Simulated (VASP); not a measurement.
CsSnI3:

```xyz
5
Lattice="5.6399 0.0000 0.0000 0.0000 5.6399 0.0000 0.0000 0.0000 5.6399" Properties=species:S:1:pos:R:3 pbc="T T T"
Cs    0.0000    0.0000    0.0000
Sn    2.8200    2.8200    2.8200
I     2.8200    2.8200    0.0000
I     2.8200    0.0000    2.8200
I     0.0000    2.8200    2.8200
```

* Program: VASP 6.6.1
* Task: relaxation of cell and atoms
* Functional: PBE
* Potentials or basis: VASP PAW PBE potentials, release 64 (Cs_sv, Sn_d, I)
* Cutoff: 600 eV
* k mesh: 4 × 4 × 4
* Occupations: fermi-dirac, width 0.02 eV
* Spin: no spin polarisation

At the start: pressure 11.0 GPa; volume 35.88 Å³/atom.

Problem. How do energy, volume and symmetry change on relaxing?

Solution. Over 4 steps the energy falls by 354.2 meV/atom and the volume is 50.09 Å³/atom (+39.6 %); space group Pm-3m (No. 221, to 0.1 Å) before and after.

The path:
```csv
step,energy change (eV),largest force (eV/Å),pressure (GPa),volume (Å³)
1,0.0000,0.0000,10.95,179.40
2,-1.7707,0.0000,-0.02,250.92
3,-1.7708,0.0000,0.02,250.44
4,-1.7708,0.0000,0.00,250.44
```

Final structure:
```cif
data_structure
_symmetry_space_group_name_H-M 'P 1'
_symmetry_Int_Tables_number 1
_cell_length_a 6.3033
_cell_length_b 6.3033
_cell_length_c 6.3033
_cell_angle_alpha 90.000
_cell_angle_beta 90.000
_cell_angle_gamma 90.000
_cell_volume 250.44
loop_
_atom_site_label
_atom_site_type_symbol
_atom_site_fract_x
_atom_site_fract_y
_atom_site_fract_z
_atom_site_occupancy
Cs1 Cs 0.00000 0.00000 0.00000 1
Sn1 Sn 0.50000 0.50000 0.50000 1
I1 I 0.50000 0.50000 0.00000 1
I2 I 0.50000 0.00000 0.50000 1
I3 I 0.00000 0.50000 0.50000 1
```

Caveat: the volume moved by over 15 % at a fixed basis, so the end points are rough.
